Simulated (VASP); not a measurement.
# Ca (P4/mbm) in VASP: single point with PBE

Aim: the single point of Ca with PBE.

Everything below comes from runs of VASP 6.6.1. Logs are shortened: lines on timing, memory, paths and dates and some standing lists are left out, and cuts for length are marked.

### 1 The cell of the first run

Symmetry: P4/mbm, No. 127, tetragonal system. Conventional cell: a = 9.574 Å, b = 9.574 Å, c = 3.511 Å, α = 90.00°, β = 90.00°, γ = 90.00°. Within 4.6 Å of Ca (site symmetry m2m) lie 4 Ca at 3.51 to 3.53 Å. Ca (site symmetry 4/m) has 6 Ca at 3.51 to 3.53 Å within 4.6 Å.

### 2 Single point, PBE

INCAR

```
SYSTEM = Ca
PREC = Accurate
ENCUT = 520
EDIFF = 1E-6
ISMEAR = 0
SIGMA = 0.1
LREAL = .FALSE.
LASPH = .TRUE.
NELM = 100
ALGO = Fast
ISIF = 2
LWAVE = .FALSE.
LCHARG = .FALSE.
GGA = PE
NBANDS = 39
```

KPOINTS

```
regular mesh
0
G
  2 2 6
  0 0 0
```

POSCAR

```
Ca
1.0
    9.5739532100      0.0000000000      0.0000000000
    0.0000000000      9.5739532100      0.0000000000
    0.0000000000      0.0000000000      3.5106201900
Ca
6
Direct
    0.1767953900      0.3232046100      0.0000000000
    0.3232046100      0.8232046100      0.0000000000
    0.8232046100      0.6767953900      0.0000000000
    0.6767953900      0.1767953900      0.0000000000
    0.0000000000      0.0000000000      0.0000000000
    0.5000000000      0.5000000000      0.0000000000
```

Potentials or basis: VASP PAW PBE potentials, release 64 (Ca_sv).

Run with:

```console
> cat potpaw_PBE.64/Ca_sv/POTCAR > POTCAR
> mpirun -np 1 vasp_std > vasp.out
```

OUTCAR:

```text
SYSTEM = Ca
   PREC = Accurate
   ENCUT = 520
   EDIFF = 1E-6
   ISMEAR = 0
   LREAL = .FALSE.
   LASPH = .TRUE.
   NELM = 100
   ISIF = 2
   GGA = PE

 ion  position               nearest neighbor table
   1  0.177  0.323  0.000-
   2  0.323  0.823  0.000-
   3  0.823  0.677  0.000-
   4  0.677  0.177  0.000-
   5  0.000  0.000  0.000-
   6  0.500  0.500  0.000-

  LATTYP: Found a simple tetragonal cell.
 ALAT       =     9.5739532100
 C/A-ratio  =     0.3666844942

  Lattice vectors:

 A1 = (   9.5739532100,   0.0000000000,   0.0000000000)
 A2 = (   0.0000000000,   9.5739532100,   0.0000000000)
 A3 = (   0.0000000000,   0.0000000000,   3.5106201900)

Analysis of symmetry for initial positions (statically):
=====================================================================
 Subroutine PRICEL returns:
 Original cell was already a primitive cell.

 Routine SETGRP: Setting up the symmetry group for a
 simple tetragonal supercell.

 Subroutine GETGRP returns: Found 16 space group operations
 (whereof  8 operations were pure point group operations)
 out of a pool of 16 trial point group operations.

The static configuration has the point symmetry C_4h.
 The point group associated with its full space group is D_4h.

Analysis of symmetry for dynamics (positions and initial velocities):
=====================================================================
 Subroutine PRICEL returns:
 Original cell was already a primitive cell.

 Routine SETGRP: Setting up the symmetry group for a
 simple tetragonal supercell.

 Subroutine GETGRP returns: Found 16 space group operations
 (whereof  8 operations were pure point group operations)
 out of a pool of 16 trial point group operations.

The dynamic configuration has the point symmetry C_4h.
 The point group associated with its full space group is D_4h.

 Subroutine INISYM returns: Found 16 space group operations
 (whereof  8 operations are pure point group operations),
 and found     1 'primitive' translations

----------------------------------------------------------------------------------------

                                     Primitive cell

  volume of cell :     321.7855

  direct lattice vectors                    reciprocal lattice vectors
     9.573953210  0.000000000  0.000000000     0.104450061  0.000000000  0.000000000
     0.000000000  9.573953210  0.000000000     0.000000000  0.104450061  0.000000000
     0.000000000  0.000000000  3.510620190     0.000000000  0.000000000  0.284849954
[... 83 lines left out ...]
   IBRION =     -1    ionic relax: 0-MD 1-quasi-New 2-CG
   NFREE  =      0    steps in history (QN), initial steepest desc. (CG)
   ISIF   =      2    stress and relaxation
   ISYM   =      2    0-nonsym 1-usesym 2-fastsym
   POTIM  = 0.5000    time-step for ionic-motion
   TEBEG  =    0.0;   TEEND  =   0.0 temperature during run
   PSTRESS=    0.0 pullay stress
   NELECT =      60.0000    total number of electrons
   NUPDOWN=      -1.0000    fix difference up-down
   EMIN   =  10.00;   EMAX   =-10.00  energy-range for DOS
   EFERMI =   0.00;   METHOD = LEGACY
   ISMEAR =     0;   SIGMA  =   0.10  broadening in eV -4-tet -1-fermi 0-gaus
   EFERMI_NEDOS =   21; number of points for ismear=-14 and -15
   IALGO  =     68    algorithm
   IMIX   =      4    mixing-type and parameters
     AMIX     =   0.40;   BMIX     =  1.00
     AMIX_MAG =   1.60;   BMIX_MAG =  1.00
  volume/ion in A,a.u.               =      53.63       361.92
  Fermi-wavevector in a.u.,A,eV,Ry     =   0.935269  1.767402 11.901392  0.874728
  Thomas-Fermi vector in A             =   2.062159
   LORBIT       =      0    0 simple, 1 ext, 2 COOP (PROOUT), +10 PAW based schemes
   GGA     = PE    functional components
   LHFCALC =     F    Hartree Fock is set to
   AEXX    =    0.0000 exact exchange contribution
   IVDW    =     0    specifies the selected vdW correction
   LEPSILON=     F    determine dielectric tensor
   LRPA    =     F    only Hartree local field effects (RPA)
 non-spin polarized calculation
 RMM-DIIS sequential band-by-band and
 Gauss-broadening in eV      SIGMA  =   0.10
  energy-cutoff  :      520.00
  volume of cell :      321.79
 maximum number of plane-waves:      8688
 NGX is ok and might be reduce to    72
   NGX = 35   NGY = 35   NGZ = 13

 number of electron      59.9999994 magnetization

 Free energy of the ion-electron system (eV)
  ---------------------------------------------------
  ext. energy  EPLUGINS =         0.00000000
  ---------------------------------------------------
  free energy    TOTEN  =        -7.94982489 eV

  energy without entropy =       -7.89533266  energy(sigma->0) =       -7.92257878

 E-fermi :   0.9493     XC(G=0):  -6.9210

 val. band max:        0.9254831196   @ k =   0.5000   0.0000   0.5000
 cond. band min:       0.9532999421   @ k =   0.0000   0.0000   0.1667
 fundamental gap:      0.0278168225
 Fermi energy:         0.9493176592

 k-point     1 :       0.0000    0.0000    0.0000
  band No.  band energies     occupation
      1     -41.6484      2.00000
      2     -41.6479      2.00000
      3     -41.6479      2.00000
      4     -41.6479      2.00000
      5     -41.1915      2.00000
      6     -41.1912      2.00000
[... 493 lines left out ...]
     38       2.2720      0.00000
     39       2.5785      0.00000

------------------------ aborting loop because EDIFF is reached ----------------------------------------

  FORCE on cell =-STRESS in cart. coord.  units (eV):
  Direction    XX          YY          ZZ          XY          YZ          ZX
  --------------------------------------------------------------------------------------
  -------------------------------------------------------------------------------------
  Total       -1.7491499     -1.7491499      3.1442363      0.0000000      0.0000000      0.0000000
  in kB       -8.7090576     -8.7090576     15.6552249      0.0000000      0.0000000      0.0000000
  external PRESSURE =      -0.5876301 kB  Pullay stress =       0.0000000 kB

 VOLUME and BASIS-vectors are now :
 -----------------------------------------------------------------------------
  energy-cutoff  :      520.00
  volume of cell :      321.79
      direct lattice vectors                 reciprocal lattice vectors
     9.573953210  0.000000000  0.000000000     0.104450061  0.000000000  0.000000000
     0.000000000  9.573953210  0.000000000     0.000000000  0.104450061  0.000000000
     0.000000000  0.000000000  3.510620190     0.000000000  0.000000000  0.284849954

 POSITION                                       TOTAL-FORCE (eV/Angst)
 -----------------------------------------------------------------------------------
      1.69263      3.09435      0.00000        -0.079805      0.079805     -0.000000
      3.09435      7.88132      0.00000         0.079805      0.079805      0.000000
      7.88132      6.47961      0.00000         0.079805     -0.079805      0.000000
      6.47961      1.69263      0.00000        -0.079805     -0.079805      0.000000
      0.00000      0.00000      0.00000         0.000000      0.000000      0.000000
      4.78698      4.78698      0.00000         0.000000      0.000000      0.000000
 -----------------------------------------------------------------------------------
    total drift:                                0.000000      0.000000      0.000000

  FREE ENERGIE OF THE ION-ELECTRON SYSTEM (eV)
  ---------------------------------------------------
  free  energy   TOTEN  =        -7.9498248937 eV

  energy  without entropy=       -7.8953326564  energy(sigma->0) =       -7.92257878
```

OSZICAR:

```text
N       E                     dE             d eps       ncg     rms          rms(c)
DAV:   1     0.582269954434E+03    0.58227E+03   -0.28533E+04   992   0.134E+03
DAV:   2     0.300146477768E+02   -0.55226E+03   -0.54540E+03   978   0.411E+02
DAV:   3    -0.340302705470E+01   -0.33418E+02   -0.32544E+02  1464   0.726E+01
DAV:   4    -0.800472316846E+01   -0.46017E+01   -0.44964E+01  1528   0.227E+01
[... 16 lines left out ...]
RMM:  21    -0.794982012489E+01   -0.35142E-05   -0.38796E-05  1069   0.955E-03    0.692E-03
RMM:  22    -0.794982154737E+01   -0.14225E-05   -0.29709E-05  1014   0.748E-03    0.326E-03
RMM:  23    -0.794982289408E+01   -0.13467E-05   -0.21757E-05   978   0.692E-03    0.168E-03
RMM:  24    -0.794982395086E+01   -0.10568E-05   -0.13512E-05   847   0.507E-03    0.503E-04
RMM:  25    -0.794982489372E+01   -0.94286E-06   -0.98570E-06   677   0.371E-03
   1 F= -.79498249E+01 E0= -.79225788E+01  d E =-.544922E-01
```

Wall time 5 min (1 thread of AMD EPYC 7R13 (Zen 3), shared host); peak memory 0.38 GiB.

What came out:

```
Free energy            : -7.9498 eV
Pressure               : -0.1 GPa
Largest force          : 0.113 eV/Å
Band gap on the k mesh : zero (band 30 reaches 1.32 eV, above the bottom of band 31 at 0.58 eV)
```

Forces on the atoms (eV/Å):
```
Ca  -0.080  0.080  0.000
Ca   0.080  0.080  0.000
Ca   0.080 -0.080  0.000
Ca  -0.080 -0.080  0.000
Ca   0.000  0.000  0.000
Ca   0.000  0.000  0.000
```
